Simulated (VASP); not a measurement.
WSe2, 6 atoms in the cell. It takes space group P6_3/mmc (No. 194, hexagonal). The conventional cell has a = 3.279 Å, b = 3.279 Å, c = 13.091 Å, α = 90.00°, β = 90.00°, γ = 120.00°. Within 3.3 Å of W (site symmetry -6m2) lie 6 Se at 2.52 Å and 6 W at 3.28 Å. Se (site symmetry 3m) has 3 W at 2.52 Å and 7 Se at 3.28 to 3.31 Å within 3.4 Å.  This cell differs from its parent crystal: uniaxial strain along c: -1.0 %.

- Program: VASP 6.6.1
- Task: single point
- Functional: PBEsol
- Potentials or basis: VASP PAW PBE potentials, release 64 (W_sv, Se)
- Cutoff: 520 eV
- k mesh: 12 × 12 × 2
- Occupations: gaussian, width 0.02 eV
- Spin: no spin polarisation
- Dipole correction: no
- Further INCAR settings: ALGO = Normal; EDIFF = 1e-07; NBANDS = 35

Potentials or basis: VASP PAW PBE potentials, release 64 (W_sv, Se).

Run with:

```console
$ cat potpaw_PBE.64/W_sv/POTCAR potpaw_PBE.64/Se/POTCAR > POTCAR
$ mpirun -np 1 vasp_std > vasp.out
```

Hardware: 1 thread of Intel(R) Xeon(R) 6975P-C (Granite Rapids), with other jobs on the host.

Question: How long does it take, and how much memory?

Answer: Run time: 83 s on 1 thread of Intel(R) Xeon(R) 6975P-C (Granite Rapids) (shared host), peak memory 0.29 GiB. Counts: scf iterations 15, k points 38.
